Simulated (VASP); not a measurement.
# H4C in VASP: relaxation of the atoms with LDA

Aim: the relaxation of the atoms of H4C with LDA.

Program: VASP 6.6.1. These are calculated values, not measurements. Logs are shortened: lines on timing, memory, paths and dates and some standing lists are left out, and cuts for length are marked.

## (1) The cell of the first run

The cell holds a disordered packing, 40 atoms: a = 7.683 Å, b = 7.683 Å, c = 7.683 Å, α = 90.00°, β = 90.00°, γ = 90.00°.

## (2) Relaxation of the atoms, LDA

The input, INCAR:

```
PREC = Accurate
ENCUT = 520
EDIFF = 1E-7
ISMEAR = -1
SIGMA = 0.05
LREAL = Auto
LASPH = T
NELM = 80
ALGO = Normal
ISIF = 2
LWAVE = F
LCHARG = F
IBRION = 2
NSW = 35
EDIFFG = -0.3
```

The input, KPOINTS:

```
regular mesh
0
Gamma
  1 1 1
```

The input, POSCAR:

```
H4C
1.0
    7.6834750000      0.0000000000      0.0000000000
    0.0000000000      7.6834750000      0.0000000000
    0.0000000000      0.0000000000      7.6834750000
C H
8 32
Direct
    0.9525258000      0.1805362000      0.1771476000
    0.6549803000      0.8626787000      0.2168324000
    0.1002503000      0.6228755000      0.4056822000
    0.1473047000      0.9394972000      0.8292695000
    0.5982481000      0.4612779000      0.5929285000
    0.6362801000      0.9937689000      0.6702746000
    0.4960297000      0.3008991000      0.2864364000
    0.1780895000      0.1786929000      0.4739422000
    1.0119619000      0.0630318000      0.2298044000
    0.8855272000      0.2502075000      0.2809252000
    0.8594389000      0.1452434000      0.0761430000
    1.0531751000      0.2636623000      0.1217179000
    0.7454602000      0.7836904000      0.2922441000
    0.5259625000      0.8555721000      0.2752840000
    0.6493280000      0.8140172000      0.0837429000
    0.6991706000      0.9974352000      0.2160584000
    0.2025949000      0.5460594000      0.3445467000
   -0.0251211000      0.5879692000      0.3493240000
    0.1251688000      0.7607635000      0.3838042000
    0.0983585000      0.5967099000      0.5450539000
    0.2235234000      1.0385616000      0.8962742000
    0.0462922000      0.8908117000      0.9160963000
    0.2321472000      0.8325647000      0.7908004000
    0.0872559000      0.9960509000      0.7139069000
    0.6747080000      0.5453027000      0.6778190000
    0.5165554000      0.3762338000      0.6717099000
    0.6853731000      0.3826555000      0.5133015000
    0.5163558000      0.5409194000      0.5088835000
    0.6920328000      1.0920378000      0.7559925000
    0.5745944000      0.8925859000      0.7481821000
    0.7389607000      0.9364131000      0.5910301000
    0.5395324000      1.0540388000      0.5858939000
    0.5388547000      0.2169666000      0.3924272000
    0.4509729000      0.2211034000      0.1781996000
    0.6042677000      0.3819060000      0.2435986000
    0.3900234000      0.3836202000      0.3315204000
    0.2915926000      0.1705447000      0.5585787000
    0.2193593000      0.2131083000      0.3426979000
    0.0894462000      0.2778561000      0.5231533000
    0.1119597000      0.0532626000      0.4713388000
```

Potentials or basis: VASP PAW LDA potentials, release 64 (C, H).

Command:

```bash
cat potpaw_LDA.64/C/POTCAR potpaw_LDA.64/H/POTCAR > POTCAR
mpirun -np 1 vasp_gam > vasp.out
```

OUTCAR:

```text
PREC = Accurate
   ENCUT = 520
   EDIFF = 1E-7
   ISMEAR = -1
   LREAL = Auto
   LASPH = T
   NELM = 80
   ISIF = 2
   IBRION = 2
   NSW = 35
   EDIFFG = -0.3

 ion  position               nearest neighbor table
   1  0.953  0.181  0.177-   9 1.09  12 1.09  11 1.09  10 1.09
   2  0.655  0.863  0.217-  14 1.09  13 1.09  16 1.09  15 1.09
   3  0.100  0.623  0.406-  19 1.09  17 1.09  18 1.09  20 1.09
   4  0.147  0.939  0.829-  21 1.09  23 1.09  22 1.09  24 1.09
   5  0.598  0.461  0.593-  28 1.09  25 1.09  26 1.09  27 1.09
   6  0.636  0.994  0.670-  32 1.09  31 1.09  29 1.09  30 1.09
   7  0.496  0.301  0.286-  35 1.09  34 1.09  36 1.09  33 1.09
   8  0.178  0.179  0.474-  38 1.09  37 1.09  40 1.09  39 1.09
   9  0.012  0.063  0.230-   1 1.09
  10  0.886  0.250  0.281-   1 1.09
  11  0.859  0.145  0.076-   1 1.09
  12  0.053  0.264  0.122-   1 1.09
  13  0.745  0.784  0.292-   2 1.09
  14  0.526  0.856  0.275-   2 1.09
[... 24 lines left out ...]
  39  0.089  0.278  0.523-   8 1.09
  40  0.112  0.053  0.471-   8 1.09

  LATTYP: Found a simple cubic cell.
 ALAT       =     7.6834750000

  Lattice vectors:

 A1 = (   7.6834750000,   0.0000000000,   0.0000000000)
 A2 = (   0.0000000000,   7.6834750000,   0.0000000000)
 A3 = (   0.0000000000,   0.0000000000,   7.6834750000)

Analysis of symmetry for initial positions (statically):
=====================================================================
 Subroutine PRICEL returns:
 Original cell was already a primitive cell.

 Routine SETGRP: Setting up the symmetry group for a
 simple cubic supercell.

 Subroutine GETGRP returns: Found  1 space group operations
 (whereof  1 operations were pure point group operations)
 out of a pool of 48 trial point group operations.

The static configuration has the point symmetry C_1 .

Analysis of symmetry for dynamics (positions and initial velocities):
=====================================================================
 Subroutine PRICEL returns:
 Original cell was already a primitive cell.

 Routine SETGRP: Setting up the symmetry group for a
 simple cubic supercell.

 Subroutine GETGRP returns: Found  1 space group operations
 (whereof  1 operations were pure point group operations)
 out of a pool of 48 trial point group operations.

The dynamic configuration has the point symmetry C_1 .

 Subroutine INISYM returns: Found  1 space group operations
 (whereof  1 operations are pure point group operations),
[... 167 lines left out ...]
     AMIX     =   0.40;   BMIX     =  1.00
     AMIX_MAG =   1.60;   BMIX_MAG =  1.00
  volume/ion in A,a.u.               =      11.34        76.53
  Fermi-wavevector in a.u.,A,eV,Ry     =   0.852270  1.610557  9.882781  0.726364
  Thomas-Fermi vector in A             =   1.968532
   LORBIT       =      0    0 simple, 1 ext, 2 COOP (PROOUT), +10 PAW based schemes
   GGA     = CA    functional components
   LHFCALC =     F    Hartree Fock is set to
   AEXX    =    0.0000 exact exchange contribution
   IVDW    =     0    specifies the selected vdW correction
   LEPSILON=     F    determine dielectric tensor
   LRPA    =     F    only Hartree local field effects (RPA)
 conjugate gradient relaxation of ions
 non-spin polarized calculation
  energy-cutoff  :      520.00
  volume of cell :      453.60
 maximum number of plane-waves:      6099
 NGX is ok and might be reduce to    60
   NGX = 29   NGY = 29   NGZ = 29

--------------------------------------- Ionic step        1  -------------------------------------------

 number of electron      64.0000003 magnetization

 Free energy of the ion-electron system (eV)
  ---------------------------------------------------
  ext. energy  EPLUGINS =         0.00000000
  ---------------------------------------------------
  free energy    TOTEN  =      -198.56057650 eV

  energy without entropy =     -198.56057650  energy(sigma->0) =     -198.56057650

------------------------ aborting loop because EDIFF is reached ----------------------------------------

  FORCE on cell =-STRESS in cart. coord.  units (eV):
  Direction    XX          YY          ZZ          XY          YZ          ZX
  --------------------------------------------------------------------------------------
  -------------------------------------------------------------------------------------
  Total        4.6054564      4.2854253      6.0574588      1.4246469      0.3717375      0.9593846
  in kB       16.2671028     15.1367089     21.3957740      5.0320480      1.3130278      3.3886778
  external PRESSURE =      17.5998619 kB  Pullay stress =       0.0000000 kB
[... 203 lines left out ...]
  FREE ENERGIE OF THE ION-ELECTRON SYSTEM (eV)
  ---------------------------------------------------
  free  energy   TOTEN  =      -198.6234413807 eV

  energy  without entropy=     -198.6234413806  energy(sigma->0) =     -198.62344138

[... ionic steps 4 to 13 ...]

--------------------------------------- Ionic step       14  -------------------------------------------

 number of electron      64.0000003 magnetization

------------------------ aborting loop because EDIFF is reached ----------------------------------------
[... 143 lines left out ...]
--------------------------------------- Ionic step       16  -------------------------------------------

 number of electron      64.0000002 magnetization

 Free energy of the ion-electron system (eV)
  ---------------------------------------------------
  ext. energy  EPLUGINS =         0.00000000
  ---------------------------------------------------
  free energy    TOTEN  =      -199.02820332 eV

  energy without entropy =     -199.02820332  energy(sigma->0) =     -199.02820332

 E-fermi :  -4.9331     XC(G=0):  -6.2689

 val. band max:       -6.1594885291   @ k =   0.0000   0.0000   0.0000
 cond. band min:       0.4654221593   @ k =   0.0000   0.0000   0.0000
 fundamental gap:      6.6249106885
 Fermi energy:        -4.9331244532

 k-point     1 :       0.0000    0.0000    0.0000
  band No.  band energies     occupation
      1     -15.1802      2.00000
      2     -14.7346      2.00000
      3     -14.6722      2.00000
      4     -14.6251      2.00000
      5     -14.5963      2.00000
      6     -14.4342      2.00000
[... 36 lines left out ...]
     43       3.7643      0.00000
     44       3.8797      0.00000
 [bands above 44 left out]

------------------------ aborting loop because EDIFF is reached ----------------------------------------

  FORCE on cell =-STRESS in cart. coord.  units (eV):
  Direction    XX          YY          ZZ          XY          YZ          ZX
  --------------------------------------------------------------------------------------
  -------------------------------------------------------------------------------------
  Total       -0.3083888     -0.1801985      0.1706525      0.5168674     -0.2435579      0.2416671
  in kB       -1.0892716     -0.6364859      0.6027680      1.8256465     -0.8602800      0.8536015
  external PRESSURE =      -0.3743298 kB  Pullay stress =       0.0000000 kB
[... 55 lines left out ...]
  FREE ENERGIE OF THE ION-ELECTRON SYSTEM (eV)
  ---------------------------------------------------
  free  energy   TOTEN  =      -199.0282033167 eV

  energy  without entropy=     -199.0282033166  energy(sigma->0) =     -199.02820332

 reached required accuracy - stopping structural energy minimisation
```

Run time: 5 min. Hardware: 1 thread of AMD EPYC 7R43 (Zen 3), shared host; peak memory 0.31 GiB.

Results:

- Free energy: -199.0282 eV
- Energy gained by relaxing: 11.7 meV/atom
- Ionic steps: 16
- Pressure after relaxing: 0.0 GPa
- Largest force after relaxing: 0.201 eV/Å
- Band gap on the k mesh: 6.62 eV

Forces in eV/Å, atoms in the order of the input:
```
C    0.010  0.056 -0.069
C   -0.015 -0.035 -0.008
C   -0.019  0.019 -0.001
C   -0.009 -0.054  0.057
C   -0.054  0.016  0.041
C    0.048 -0.016  0.025
C   -0.045 -0.016 -0.153
C    0.027  0.017  0.059
H    0.014  0.108 -0.060
H    0.031 -0.025  0.016
H   -0.053 -0.020 -0.071
H    0.019 -0.074  0.039
H   -0.004 -0.011  0.020
H   -0.011 -0.038  0.009
H    0.000  0.004  0.003
H    0.000 -0.069 -0.007
H   -0.027  0.017  0.026
H    0.006 -0.005  0.005
H   -0.009  0.011 -0.038
H    0.010 -0.005 -0.027
H   -0.008 -0.031  0.027
H    0.028 -0.042  0.063
H   -0.018  0.003  0.027
H   -0.042 -0.041  0.126
H    0.140  0.099  0.104
H    0.000 -0.018 -0.114
H   -0.101  0.067  0.009
H    0.054 -0.092 -0.041
H   -0.021  0.011 -0.003
H    0.020  0.017 -0.024
H   -0.009 -0.021  0.020
H   -0.004  0.014  0.015
H   -0.008  0.128  0.058
H   -0.116 -0.088 -0.118
H    0.096  0.092  0.046
H    0.101 -0.021  0.043
H    0.048  0.004 -0.038
H   -0.047 -0.002  0.119
H   -0.033 -0.031 -0.070
H   -0.002  0.073 -0.116
```

Step by step:
```tsv
step	energy change (eV)	largest force (eV/Å)	pressure (GPa)
1	0.0000	0.6224	1.76
2	-0.0513	0.6558	0.01
3	-0.0629	0.5586	0.53
4	-0.0864	0.8674	-0.13
5	-0.0914	0.5493	0.06
6	-0.1345	0.3687	0.14
7	-0.2011	0.3895	0.35
8	-0.2038	0.4305	0.40
9	-0.2490	0.4293	0.42
10	-0.2618	0.9881	0.45
11	-0.2777	0.9412	0.43
12	-0.3211	0.8548	0.38
13	-0.3894	0.7018	0.27
14	-0.4548	0.4961	0.03
15	-0.4570	0.4647	-0.03
16	-0.4676	0.2012	-0.04
```

Final structure:
```cif
data_structure
_symmetry_space_group_name_H-M 'P 1'
_symmetry_Int_Tables_number 1
_cell_length_a 7.6835
_cell_length_b 7.6835
_cell_length_c 7.6835
_cell_angle_alpha 90.000
_cell_angle_beta 90.000
_cell_angle_gamma 90.000
_cell_volume 453.60
loop_
_atom_site_label
_atom_site_type_symbol
_atom_site_fract_x
_atom_site_fract_y
_atom_site_fract_z
_atom_site_occupancy
C1 C 0.94224 0.18422 0.15409 1
C2 C 0.65057 0.85459 0.21919 1
C3 C 0.09782 0.62668 0.40418 1
C4 C 0.14549 0.93310 0.84091 1
C5 C 0.61121 0.47998 0.61559 1
C6 C 0.63818 0.99230 0.67326 1
C7 C 0.50300 0.29686 0.25107 1
C8 C 0.17615 0.17243 0.49405 1
H1 H 0.99311 0.05677 0.19523 1
H2 H 0.87695 0.24730 0.26476 1
H3 H 0.84797 0.16548 0.04835 1
H4 H 0.04849 0.26829 0.10747 1
H5 H 0.74335 0.77558 0.29430 1
H6 H 0.52002 0.84327 0.27686 1
H7 H 0.64747 0.80835 0.08385 1
H8 H 0.69135 0.99165 0.22215 1
H9 H 0.20107 0.54967 0.34161 1
H10 H 0.97113 0.58861 0.34937 1
H11 H 0.12075 0.76571 0.38052 1
H12 H 0.09805 0.60176 0.54524 1
H13 H 0.22383 0.03453 0.90482 1
H14 H 0.04867 0.88207 0.93283 1
H15 H 0.23128 0.82789 0.79529 1
H16 H 0.07844 0.99062 0.72873 1
H17 H 0.67536 0.56298 0.71188 1
H18 H 0.52460 0.38906 0.68458 1
H19 H 0.70967 0.40646 0.54170 1
H20 H 0.53416 0.56326 0.52807 1
H21 H 0.69354 0.09268 0.75886 1
H22 H 0.57728 0.88990 0.75263 1
H23 H 0.74212 0.93622 0.59247 1
H24 H 0.53928 0.05053 0.58776 1
H25 H 0.53795 0.20515 0.35520 1
H26 H 0.44922 0.22188 0.14220 1
H27 H 0.61867 0.36608 0.20448 1
H28 H 0.40505 0.39027 0.29744 1
H29 H 0.28997 0.16865 0.58072 1
H30 H 0.21638 0.20401 0.36051 1
H31 H 0.08573 0.27207 0.54312 1
H32 H 0.11295 0.04425 0.49722 1
```

Caveat: the k points lie up to 0.82 Å⁻¹ apart; the relaxation stopped at a loose force limit of 0.3 eV/Å, so its end isn't a converged minimum.
